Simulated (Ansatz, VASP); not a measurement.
**Two plane-wave programs on AlCo**

INCAR

```
SYSTEM = AlCo
PREC = Accurate
ENCUT = 520
EDIFF = 1E-6
ISMEAR = 0
SIGMA = 0.1
LREAL = .FALSE.
LASPH = .TRUE.
NELM = 60
ALGO = Normal
ISIF = 2
LWAVE = .FALSE.
LCHARG = .TRUE.
GGA = CA
LELF = .TRUE.
LVHAR = .TRUE.
NBANDS = 20
```

File KPOINTS:

```
Automatic mesh
0
G
  9 9 12
  0 0 0
```

POSCAR

```
AlCo
1.0
    3.9621891199      0.0000000000      0.0000000000
    0.0000000000      3.9621891199      0.0000000000
    0.0000000000      0.0000000000      2.7871254452
Al Co
2 2
Direct
    0.0000000000      0.0000000000      0.0000000000
    0.5000000000      0.5000000000      0.0000000000
    0.5000000000      0.0000000000      0.5000000000
    0.0000000000      0.5000000000      0.5000000000
```

Input for Ansatz:

```yaml
crystal:
  lattice:
    - [3.9621891199, 0.0, 0.0]
    - [0.0, 3.9621891199, 0.0]
    - [0.0, 0.0, 2.7871254452]
  atoms:
    - { symbol: Al, position: [0.0, 0.0, 0.0] }
    - { symbol: Al, position: [0.5, 0.5, 0.0] }
    - { symbol: Co, position: [0.5, 0.0, 0.5] }
    - { symbol: Co, position: [0.0, 0.5, 0.5] }
basis:
  ecutwfc: 420
kpoints:
  mp_grid: { grid: [9, 9, 12] }
hamiltonian:
  xc: lda
scf:
  occupations: { method: gaussian, width: 0.1 }
output:
  forces: true
  stress: true
  eigenvalues: true
```

Change from the starting cell: band edges of the strained film's bulk.

Alike in both runs: task single point; functional LDA; k mesh 9 × 9 × 12; occupations gaussian, width 0.1 eV; no spin polarisation.

|  | VASP | Ansatz |
| --- | --- | --- |
| version | VASP 6.6.1 | Ansatz 0.2.0 |
| potentials or method | VASP PAW LDA potentials, release 64 (Al, Co), cutoff 520 eV | scalar-relativistic, plane waves, PAW |
| valence electrons in the cell | 24 | 40 |

VASP gave:

* gap on the k mesh at the Fermi level (eV): none
* pressure (GPa): -0.3
* traceless stress, the component that is largest in VASP (GPa): 0.68

Estimate Ansatz's values.

gap on the k mesh at the Fermi level (eV): none; pressure (GPa): -0.7; traceless stress, the component that is largest in VASP (GPa): 0.68.

LDA's correlation is that of Perdew and Zunger in VASP and of Perdew and Wang (1992) in Ansatz. A gap of «none» marks a metal or a gap that the smearing closes. VASP's potentials hold 24 valence electrons a cell and Ansatz's 40, so a difference there can come from the potentials and not from the codes.
